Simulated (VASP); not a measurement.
Write the native input for VASP 6.6.1 that does the following.

```yaml
Task: single point
Functional: r2SCAN
Potentials_or_basis: VASP PAW PBE potentials, release 64 (As, Pt)
Cutoff: 550 eV
k_mesh: 4 × 4 × 4
Occupations: gaussian, width 0.01 eV
Spin: no spin polarisation
Dipole_correction: no
Further_INCAR_settings: ALGO = Normal; EDIFF = 1e-06; NBANDS = 52
```

The system is As2Pt.

```
CELL_PARAMETERS angstrom
6.12724 0.00000 0.00000
0.00000 6.12724 0.00000
0.00000 0.00000 6.12724
ATOMIC_POSITIONS crystal
As 0.38405 0.38405 0.38405
As 0.11595 0.61595 0.88405
As 0.88405 0.11595 0.61595
As 0.61595 0.88405 0.11595
As 0.61595 0.61595 0.61595
As 0.88405 0.38405 0.11595
As 0.11595 0.88405 0.38405
As 0.38405 0.11595 0.88405
Pt 0.00000 0.00000 0.00000
Pt 0.50000 0.00000 0.50000
Pt 0.50000 0.50000 0.00000
Pt 0.00000 0.50000 0.50000
```

The input as run:

POSCAR

```
As2Pt
1.0
    6.1272406508      0.0000000000      0.0000000000
    0.0000000000      6.1272406508      0.0000000000
    0.0000000000      0.0000000000      6.1272406508
As Pt
8 4
Direct
    0.3840512993      0.3840512993      0.3840512993
    0.1159487007      0.6159487007      0.8840512993
    0.8840512993      0.1159487007      0.6159487007
    0.6159487007      0.8840512993      0.1159487007
    0.6159487007      0.6159487007      0.6159487007
    0.8840512993      0.3840512993      0.1159487007
    0.1159487007      0.8840512993      0.3840512993
    0.3840512993      0.1159487007      0.8840512993
    0.0000000000      0.0000000000      0.0000000000
    0.5000000000      0.0000000000      0.5000000000
    0.5000000000      0.5000000000      0.0000000000
    0.0000000000      0.5000000000      0.5000000000
```

INCAR.step1

```
  ALGO = Normal
  EDIFF = 1E-5
  ENCUT = 550
  GGA = PE
  GGA_COMPAT = F
  ISMEAR = 0
  LASPH = T
  LCHARG = F
  LREAL = F
  LWAVE = T
  NBANDS = 52
  NELM = 120
  PREC = Accurate
  SIGMA = 0.01
```

INCAR.step2

```
  ALGO = Normal
  EDIFF = 1E-6
  ENCUT = 550
  GGA_COMPAT = F
  ISIF = 2
  ISMEAR = 0
  ISTART = 1
  LASPH = T
  LCHARG = F
  LMIXTAU = T
  LREAL = F
  LWAVE = F
  METAGGA = R2SCAN
  NBANDS = 52
  NELM = 120
  PREC = Accurate
  SIGMA = 0.01
```

KPOINTS

```
k-points
0
Gamma
  4 4 4
```

Potentials or basis: VASP PAW PBE potentials, release 64 (As, Pt).

Run with:

```console
$ cat potpaw_PBE.64/As/POTCAR potpaw_PBE.64/Pt/POTCAR > POTCAR
$ cp INCAR.step1 INCAR
$ mpirun -np 1 vasp_std > vasp.out
$ cp INCAR.step2 INCAR
$ mpirun -np 1 vasp_std > vasp.out
```

Results of the run:

| Quantity | Value |
| --- | --- |
| Pressure | -7.8 GPa |
| Largest force | 0.076 eV/Å |
| Band gap on the k mesh | 0.39 eV (least direct gap 0.78 eV) |

Caveat: the cell stands under tension; the PAW data sets were made with another functional, which shifts forces and pressure a little; spin-orbit coupling is left out, which moves the levels of the heavy elements.

Run time: 6.3 min on 1 thread of Intel(R) Xeon(R) Platinum 8259CL CPU @ 2.50GHz (Skylake/Cascade Lake), on a shared host, peak memory 0.42 GiB.
